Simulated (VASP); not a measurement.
NiO2, 3 atoms in the cell. Symmetry: R-3m, No. 166, trigonal system. Conventional cell: a = 2.774 Å, b = 2.774 Å, c = 15.303 Å, α = 90.00°, β = 90.00°, γ = 120.00°. Ni (site symmetry -3m) has 6 O at 1.86 Å within 2.5 Å. O (site symmetry 3m) has 3 Ni at 1.86 Å and 3 O at 2.47 Å within 2.5 Å. 

```yaml
Program: VASP 6.6.1
Task: single point
Functional: r2SCAN
Potentials_or_basis: VASP PAW PBE potentials, release 64 (Ni, O)
Cutoff: 520 eV
k_mesh: 12 × 12 × 12
Occupations: gaussian, width 0.02 eV
Spin: no spin polarisation
Dipole_correction: no
Further_INCAR_settings: ALGO = Normal; EDIFF = 1e-06; NBANDS = 18
```

Potentials or basis: VASP PAW PBE potentials, release 64 (Ni, O).

Run with:

```bash
$ cat potpaw_PBE.64/Ni/POTCAR potpaw_PBE.64/O/POTCAR > POTCAR
$ cp INCAR.step1 INCAR
$ mpirun -np 1 vasp_std > vasp.out
$ cp INCAR.step2 INCAR
$ mpirun -np 1 vasp_std > vasp.out
```

Hardware: 1 thread of Intel(R) Xeon(R) Platinum 8124M CPU @ 3.00GHz (Skylake/Cascade Lake), on a shared host.

Estimate the wall time of this run.

It took 15 min on 1 thread of Intel(R) Xeon(R) Platinum 8124M CPU @ 3.00GHz (Skylake/Cascade Lake) (shared host), peak memory 0.32 GiB. Counts: k points 189.
